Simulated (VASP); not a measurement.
# Rb2CaCrC6N6 (Fm-3m) in VASP: single point with PBE

Aim: the single point of Rb2CaCrC6N6 with PBE.

Everything below comes from runs of VASP 6.6.1. Logs are shortened: lines on timing, memory, paths and dates and some standing lists are left out, and cuts for length are marked.

## 1. The cell of the first run

The structure is cubic, space group Fm-3m (No. 225). Conventional cell: a = 10.612 Å, b = 10.612 Å, c = 10.612 Å, α = 90.00°, β = 90.00°, γ = 90.00°. Rb (site symmetry -43m) has 12 C at 3.79 Å and 12 N at 3.80 Å and 4 Ca at 4.60 Å and 4 Cr at 4.60 Å within 5.0 Å. Ca (site symmetry m-3m) has 6 C at 2.11 Å within 2.8 Å. Cr (site symmetry m-3m) has 6 N at 2.03 Å within 2.7 Å. Within 1.6 Å of C (site symmetry 4mm) lie 1 N at 1.17 Å. Within 1.6 Å of N (site symmetry 4mm) lie 1 C at 1.17 Å.

## 2. Single point, PBE, collinear spin, ferromagnetic start

The input, INCAR:

```
  PREC = Accurate
  ENCUT = 520
  EDIFF = 1E-6
  ISMEAR = 0
  SIGMA = 0.1
  LREAL = Auto
  LASPH = T
  NELM = 150
  ALGO = Normal
  ISIF = 2
  LWAVE = F
  LCHARG = T
  ISPIN = 2
  MAGMOM = 0 0 0 3 0 0 0 0 0 0 0 0 0 0 0 0
  LORBIT = 11
  LMAXMIX = 4
  GGA = PE
  LELF = T
  LVHAR = T
  NBANDS = 65
```

The input, KPOINTS:

```
regular mesh
0
Gamma
  4 4 4
```

The input, POSCAR:

```
Rb2CaCrC6N6
1.0
    0.0000000000      5.3060000000      5.3060000000
    5.3060000000      0.0000000000      5.3060000000
    5.3060000000      5.3060000000      0.0000000000
Rb Ca Cr C N
2 1 1 6 6
Direct
    0.2500000000      0.2500000000      0.2500000000
    0.7500000000      0.7500000000      0.7500000000
    0.0000000000      0.0000000000      0.0000000000
    0.5000000000      0.5000000000      0.5000000000
    0.8015454200      0.1984545800      0.1984545800
    0.1984545800      0.8015454200      0.1984545800
    0.1984545800      0.1984545800      0.8015454200
    0.1984545800      0.8015454200      0.8015454200
    0.8015454200      0.1984545800      0.8015454200
    0.8015454200      0.8015454200      0.1984545800
    0.6912928800      0.3087071200      0.3087071200
    0.3087071200      0.6912928800      0.3087071200
    0.3087071200      0.3087071200      0.6912928800
    0.3087071200      0.6912928800      0.6912928800
    0.6912928800      0.3087071200      0.6912928800
    0.6912928800      0.6912928800      0.3087071200
```

Potentials or basis: VASP PAW PBE potentials, release 64 (Rb_sv, Ca_sv, Cr_pv, C, N).

Run with:

```
$ cat potpaw_PBE.64/Rb_sv/POTCAR potpaw_PBE.64/Ca_sv/POTCAR potpaw_PBE.64/Cr_pv/POTCAR potpaw_PBE.64/C/POTCAR potpaw_PBE.64/N/POTCAR > POTCAR
$ mpirun -np 1 vasp_std > vasp.out
```

OUTCAR:

```text
PREC = Accurate
   ENCUT = 520
   EDIFF = 1E-6
   ISMEAR = 0
   LREAL = Auto
   LASPH = T
   NELM = 150
   ISIF = 2
   ISPIN = 2
   LORBIT = 11
   GGA = PE

 ion  position               nearest neighbor table
   1  0.250  0.250  0.250-   7 3.79   7 3.79  10 3.79   6 3.79   8 3.79  10 3.79   5 3.79   8 3.79
                             9 3.79   5 3.79   6 3.79   9 3.79   2 5.31   2 5.31   2 5.31   2 5.31
   2  0.750  0.750  0.750-  10 3.79  10 3.79   8 3.79   5 3.79   6 3.79   9 3.79   5 3.79   7 3.79
                             9 3.79   6 3.79   7 3.79   8 3.79   1 5.31   1 5.31   1 5.31   1 5.31
   3  0.000  0.000  0.000-   5 2.11   6 2.11   7 2.11   8 2.11   9 2.11  10 2.11
   4  0.500  0.500  0.500-  11 2.03  12 2.03  13 2.03  14 2.03  15 2.03  16 2.03
   5  0.802  0.198  0.198-  11 1.17   3 2.11   1 3.79   2 3.79   2 3.79   1 3.79
   6  0.198  0.802  0.198-  12 1.17   3 2.11   1 3.79   2 3.79   2 3.79   1 3.79
   7  0.198  0.198  0.802-  13 1.17   3 2.11   1 3.79   1 3.79   2 3.79   2 3.79
   8  0.198  0.802  0.802-  14 1.17   3 2.11   2 3.79   2 3.79   1 3.79   1 3.79
   9  0.802  0.198  0.802-  15 1.17   3 2.11   2 3.79   2 3.79   1 3.79   1 3.79
  10  0.802  0.802  0.198-  16 1.17   3 2.11   2 3.79   2 3.79   1 3.79   1 3.79
  11  0.691  0.309  0.309-   5 1.17   4 2.03
  12  0.309  0.691  0.309-   6 1.17   4 2.03
  13  0.309  0.309  0.691-   7 1.17   4 2.03
  14  0.309  0.691  0.691-   8 1.17   4 2.03
  15  0.691  0.309  0.691-   9 1.17   4 2.03
  16  0.691  0.691  0.309-  10 1.17   4 2.03

  LATTYP: Found a face centered cubic cell.
 ALAT       =    10.6120000000

  Lattice vectors:

 A1 = (   0.0000000000,   5.3060000000,   5.3060000000)
 A2 = (   5.3060000000,   0.0000000000,   5.3060000000)
 A3 = (   5.3060000000,   5.3060000000,   0.0000000000)

Analysis of symmetry for initial positions (statically):
=====================================================================
 Subroutine PRICEL returns:
 Original cell was already a primitive cell.

 Routine SETGRP: Setting up the symmetry group for a
 face centered cubic supercell.

 Subroutine GETGRP returns: Found 48 space group operations
 (whereof 48 operations were pure point group operations)
 out of a pool of 48 trial point group operations.

The static configuration has the point symmetry O_h .

Analysis of symmetry for dynamics (positions and initial velocities):
=====================================================================
 Subroutine PRICEL returns:
 Original cell was already a primitive cell.

 Routine SETGRP: Setting up the symmetry group for a
 face centered cubic supercell.

 Subroutine GETGRP returns: Found 48 space group operations
 (whereof 48 operations were pure point group operations)
 out of a pool of 48 trial point group operations.

The dynamic configuration has the point symmetry O_h .

Analysis of structural, dynamic, and magnetic symmetry:
=====================================================================
 Subroutine PRICEL returns:
 Original cell was already a primitive cell.

 Routine SETGRP: Setting up the symmetry group for a
 face centered cubic supercell.

 Subroutine GETGRP returns: Found 48 space group operations
 (whereof 48 operations were pure point group operations)
 out of a pool of 48 trial point group operations.

The overall configuration has the point symmetry O_h .

 Subroutine INISYM returns: Found 48 space group operations
 (whereof 48 operations are pure point group operations),
 and found     1 'primitive' translations

----------------------------------------------------------------------------------------

                                     Primitive cell

  volume of cell :     298.7664

  direct lattice vectors                    reciprocal lattice vectors
     0.000000000  5.306000000  5.306000000    -0.094232944  0.094232944  0.094232944
     5.306000000  0.000000000  5.306000000     0.094232944 -0.094232944  0.094232944
     5.306000000  5.306000000  0.000000000     0.094232944  0.094232944 -0.094232944

  length of vectors
     7.503817162  7.503817162  7.503817162     0.163216246  0.163216246  0.163216246

  position of ions in fractional coordinates (direct lattice)
     0.250000000  0.250000000  0.250000000
     0.750000000  0.750000000  0.750000000
     0.000000000  0.000000000  0.000000000
     0.500000000  0.500000000  0.500000000
[... 76 lines left out ...]
 SYSTEM =  unknown system
   PREC   = accura    normal or accurate (medium, high low for compatibility)
   ISTART =      0    job   : 0-new  1-cont  2-samecut
   ICHARG =      2    charge: 1-file 2-atom 10-const
   ISPIN  =      2    spin polarized calculation?
   LNONCOLLINEAR =      F non collinear calculations
   LSORBIT =      F    spin-orbit coupling
   LASPH  =      T    aspherical Exc in radial PAW
   ENCUT  =  520.0 eV  38.22 Ry    6.18 a.u.  13.95 13.95 13.95*2*pi/ulx,y,z
   NELM   =    150;   NELMIN=  2; NELMDL= -5     # of ELM steps
   EDIFF  = 0.1E-05   stopping-criterion for ELM
   LREAL  =      T    real-space projection
   EDIFFG = 0.1E-04   stopping-criterion for IOM
   NSW    =      0    number of steps for IOM
   IBRION =     -1    ionic relax: 0-MD 1-quasi-New 2-CG
   NFREE  =      0    steps in history (QN), initial steepest desc. (CG)
   ISIF   =      2    stress and relaxation
   ISYM   =      2    0-nonsym 1-usesym 2-fastsym
   POTIM  = 0.5000    time-step for ionic-motion
   TEBEG  =    0.0;   TEEND  =   0.0 temperature during run
   PSTRESS=    0.0 pullay stress
   NELECT =      94.0000    total number of electrons
   NUPDOWN=      -1.0000    fix difference up-down
   EMIN   =  10.00;   EMAX   =-10.00  energy-range for DOS
   EFERMI =   0.00;   METHOD = LEGACY
   ISMEAR =     0;   SIGMA  =   0.10  broadening in eV -4-tet -1-fermi 0-gaus
   EFERMI_NEDOS =   21; number of points for ismear=-14 and -15
   IALGO  =     38    algorithm
   IMIX   =      4    mixing-type and parameters
     AMIX     =   0.40;   BMIX     =  1.00
     AMIX_MAG =   1.60;   BMIX_MAG =  1.00
  volume/ion in A,a.u.               =      18.67       126.01
  Fermi-wavevector in a.u.,A,eV,Ry     =   1.113457  2.104129 16.868326  1.239787
  Thomas-Fermi vector in A             =   2.250042
   LORBIT       =     11    0 simple, 1 ext, 2 COOP (PROOUT), +10 PAW based schemes
   GGA     = PE    functional components
   LHFCALC =     F    Hartree Fock is set to
   AEXX    =    0.0000 exact exchange contribution
   IVDW    =     0    specifies the selected vdW correction
   LEPSILON=     F    determine dielectric tensor
   LRPA    =     F    only Hartree local field effects (RPA)
 spin polarized calculation
 Gauss-broadening in eV      SIGMA  =   0.10
  energy-cutoff  :      520.00
  volume of cell :      298.77
 maximum number of plane-waves:      8088
   NGX = 27   NGY = 27   NGZ = 27

 number of electron      94.0000027 magnetization       0.5595100

 number of electron      94.0000019 magnetization      -1.9995867

 Free energy of the ion-electron system (eV)
  ---------------------------------------------------
  ext. energy  EPLUGINS =         0.00000000
  ---------------------------------------------------
  free energy    TOTEN  =      -115.74949018 eV

  energy without entropy =     -115.73660646  energy(sigma->0) =     -115.74304832

 E-fermi :   1.8210     XC(G=0):  -8.0158

 val. band max:        1.6935132984   @ k =   0.2500   0.0000   0.0000
 cond. band min:       1.8831530617   @ k =  -0.2500   0.2500   0.0000
 fundamental gap:      0.1896397633
 Fermi energy:         1.8210335939

 spin component 1

 k-point     1 :       0.0000    0.0000    0.0000
  band No.  band energies     occupation
      1     -40.9163      1.00000
      2     -40.9163      1.00000
      3     -40.9163      1.00000
      4     -35.5168      1.00000
      5     -26.3096      1.00000
      6     -26.3077      1.00000
[... 485 lines left out ...]
     58       5.5707      0.00000
     59       5.5707      0.00000
 Fermi energy:         1.8210335939

 spin component 2

 k-point     1 :       0.0000    0.0000    0.0000
  band No.  band energies     occupation
      1     -42.9443      1.00000
      2     -42.9442      1.00000
      3     -42.9441      1.00000
      4     -35.4982      1.00000
      5     -26.3093      1.00000
      6     -26.3074      1.00000
[... 485 lines left out ...]
     58       5.4483      0.00000
     59       5.4483      0.00000
 [bands above 59 left out]

------------------------ aborting loop because EDIFF is reached ----------------------------------------

  FORCE on cell =-STRESS in cart. coord.  units (eV):
  Direction    XX          YY          ZZ          XY          YZ          ZX
  --------------------------------------------------------------------------------------
  -------------------------------------------------------------------------------------
  Total       19.9946371     19.9946371     19.9946371     -0.0000000     -0.0000000     -0.0000000
  in kB      107.2240916    107.2240916    107.2240916     -0.0000000     -0.0000000     -0.0000000
  external PRESSURE =     107.2240916 kB  Pullay stress =       0.0000000 kB

 VOLUME and BASIS-vectors are now :
 -----------------------------------------------------------------------------
  energy-cutoff  :      520.00
  volume of cell :      298.77
      direct lattice vectors                 reciprocal lattice vectors
     0.000000000  5.306000000  5.306000000    -0.094232944  0.094232944  0.094232944
     5.306000000  0.000000000  5.306000000     0.094232944 -0.094232944  0.094232944
     5.306000000  5.306000000  0.000000000     0.094232944  0.094232944 -0.094232944

 POSITION                                       TOTAL-FORCE (eV/Angst)
 -----------------------------------------------------------------------------------
      2.65300      2.65300      2.65300         0.000000      0.000000     -0.000000
      7.95900      7.95900      7.95900        -0.000000     -0.000000     -0.000000
      0.00000      0.00000      0.00000         0.000000      0.000000     -0.000000
      5.30600      5.30600      5.30600         0.000000     -0.000000     -0.000000
      2.10600      5.30600      5.30600         2.972245      0.000000     -0.000000
      5.30600      2.10600      5.30600         0.000000      2.972245     -0.000000
[... 8 lines left out ...]
      5.30600      7.33600      5.30600         0.000000     -2.124650     -0.000000
      5.30600      5.30600      7.33600         0.000000      0.000000     -2.124650
 -----------------------------------------------------------------------------------
    total drift:                                0.000000      0.000000      0.000000

  FREE ENERGIE OF THE ION-ELECTRON SYSTEM (eV)
  ---------------------------------------------------
  free  energy   TOTEN  =      -115.7494901776 eV

  energy  without entropy=     -115.7366064623  energy(sigma->0) =     -115.74304832

 total charge

# of ion       s       p       d       tot
------------------------------------------
    1        1.931   5.354   0.006   7.292
    2        1.931   5.354   0.006   7.292
    3        2.105   6.037   0.636   8.778
    4        0.281   6.351   4.080  10.712
    5        1.000   1.623   0.000   2.624
    6        1.000   1.623   0.000   2.624
[... 8 lines left out ...]
   15        1.313   2.593   0.000   3.906
   16        1.313   2.593   0.000   3.906
--------------------------------------------------
tot         20.126  48.393   4.729  73.249

 magnetization (x)

# of ion       s       p       d       tot
------------------------------------------
    1        0.000  -0.000   0.000   0.000
    2        0.000  -0.000   0.000   0.000
    3        0.000   0.002   0.022   0.024
    4       -0.012  -0.019  -1.980  -2.012
    5       -0.002  -0.017   0.000  -0.019
    6       -0.002  -0.017   0.000  -0.019
[... 8 lines left out ...]
   15        0.004   0.028   0.000   0.032
   16        0.004   0.028   0.000   0.032
--------------------------------------------------
tot          0.001   0.048  -1.957  -1.908
```

Run time: 21 min. Hardware: 1 thread of Intel Xeon 8259CL, shared host; peak memory 0.69 GiB.

Results:

- Free energy: -115.7495 eV
- Pressure: 10.7 GPa
- Largest force: 2.972 eV/Å
- Band gap on the k mesh: zero (filled and empty bands overlap)
- Net moment: -2.00 μB per cell
- Site moments: Rb +0.00; Ca +0.02; Cr -2.01; C -0.02; N +0.03 μB
- Valence electrons inside the program's atomic spheres: Rb 7.29; Ca 8.78; Cr 10.71; C 2.62; N 3.91

Forces on the atoms (eV/Å):
```
Rb   0.000  0.000  0.000
Rb   0.000  0.000  0.000
Ca   0.000  0.000  0.000
Cr   0.000  0.000  0.000
C    2.972  0.000  0.000
C    0.000  2.972  0.000
C    0.000  0.000  2.972
C   -2.972  0.000  0.000
C    0.000 -2.972  0.000
C    0.000  0.000 -2.972
N    2.125  0.000  0.000
N    0.000  2.125  0.000
N    0.000  0.000  2.125
N   -2.125  0.000  0.000
N    0.000 -2.125  0.000
N    0.000  0.000 -2.125
```

Caveat: the cell stands under pressure; a cell with one magnetic atom can't hold antiferromagnetic order, which such compounds often take; forces of over 1 eV/Å act on the atoms, so gaps and moduli don't describe the material at rest.
